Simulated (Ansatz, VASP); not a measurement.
## BN: VASP beside Ansatz

The input INCAR:

```
SYSTEM = BN
ALGO     = Normal         ! electronic algorithm
EDIFF    = 1E-6           ! SCF threshold, eV
ENCUT    = 600            ! plane-wave cutoff, eV
GGA      = CA             ! functional
GGA_COMPAT= .False.      
ISIF     = 2              ! what is computed and relaxed
ISMEAR   = 0              ! smearing method
LASPH    = .True.         ! aspherical terms in the spheres
LCHARG   = .False.        ! write CHGCAR
LREAL    = .False.        ! projectors in reciprocal space
LWAVE    = .False.        ! write WAVECAR
NBANDS   = 11             ! bands
NELM     = 120            ! most SCF steps
PREC     = Accurate       ! precision mode
SIGMA    = 0.05           ! smearing width, eV
```

Contents of KPOINTS:

```
k-points
0
Gamma
  12 12 12
  0 0 0
```

POSCAR

```
BN
1.0
    1.2511217832      0.7223354983      3.3729344033
   -1.2511217832      0.7223354983      3.3729344033
    0.0000000000     -1.4446709967      3.3729344033
B N
1 1
Direct
    1.0194363833      1.0194363833      1.0194363833
    0.3327618000      0.3327618000      0.3327618000
```

Input for Ansatz:

```yaml
crystal:
  lattice:
    - [1.2511217832, 0.7223354983, 3.3729344033]
    - [-1.2511217832, 0.7223354983, 3.3729344033]
    - [0.0, -1.4446709967, 3.3729344033]
  atoms:
    - { symbol: B, position: [1.0194363833, 1.0194363833, 1.0194363833] }
    - { symbol: "N", position: [0.3327618, 0.3327618, 0.3327618] }
basis:
  ecutwfc: "450 eV"
kpoints:
  mp_grid: { grid: [12, 12, 12] }
hamiltonian:
  xc: lda
scf:
  occupations: { method: gaussian, width: 0.05 }
output:
  forces: true
  eigenvalues: true
  stress: true
```

Alike in both runs: task single point; functional LDA; k mesh 12 × 12 × 12; occupations gaussian, width 0.05 eV; no spin polarisation.

|  | VASP | Ansatz |
| --- | --- | --- |
| version | VASP 6.6.1 | Ansatz 0.2.0 |
| potentials or method | VASP PAW LDA potentials, release 64 (B, N), cutoff 600 eV | scalar-relativistic, plane waves, PAW |
| valence electrons in the cell | 8 | 8 |

```tsv
	VASP	Ansatz	Ansatz less VASP
gap on the k mesh at the Fermi level (eV)	4.18	4.20	+0.015
pressure (GPa)	-6.9	-7.2	-0.26
traceless stress, the component that is largest in VASP (GPa)	-0.92	-0.42	+0.495
rms of the force components (eV/Å)	1.538	1.541	+0.0024
```

LDA's correlation is that of Perdew and Zunger in VASP and of Perdew and Wang (1992) in Ansatz. Atom by atom the forces differ by 0.002 eV/Å (rms over components).
